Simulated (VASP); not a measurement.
Set up this calculation in VASP 6.6.1, as the native input.

- Task: single point
- Functional: LDA
- Potentials or basis: VASP PAW LDA potentials, release 64 (Ga_d, As)
- Cutoff: 500 eV
- k mesh: 5 × 5 × 5
- Occupations: gaussian, width 0.01 eV
- Spin: no spin polarisation
- Dipole correction: no
- Further INCAR settings: ALGO = Normal; EDIFF = 1e-06; NBANDS = 16

The structure of GaAs lies in POSCAR:

```
GaAs
1.0
    0.0000000000      2.7789280303      2.7789280303
    2.7789280303      0.0000000000      2.7789280303
    2.7789280303      2.7789280303      0.0000000000
Ga As
1 1
Direct
    0.0000000000      0.0000000000      0.0000000000
    0.2500000000      0.2500000000      0.2500000000
```

These files were run (other wordings do the same):

INCAR

```
PREC = Accurate ; ENCUT = 500
EDIFF = 1E-6 ; ISMEAR = 0
SIGMA = 0.01 ; LREAL = False
LASPH = True ; NELM = 120
ALGO = Normal ; ISIF = 2
LWAVE = False ; LCHARG = False
GGA = CA ; NBANDS = 16
GGA_COMPAT = False
```

KPOINTS

```
regular mesh
0
Gamma
  5 5 5
```

Potentials or basis: VASP PAW LDA potentials, release 64 (Ga_d, As).

Command:

```bash
$ cat potpaw_LDA.64/Ga_d/POTCAR potpaw_LDA.64/As/POTCAR > POTCAR
$ mpirun -np 1 vasp_std > vasp.out
```

It gave:

| Property | Result |
| --- | --- |
| Pressure | 2.3 GPa |
| Band gap on the k mesh | 0.72 eV, direct |

Wall time 12 s on 1 thread of AMD EPYC 7R13, on a shared host, peak memory 0.12 GiB.
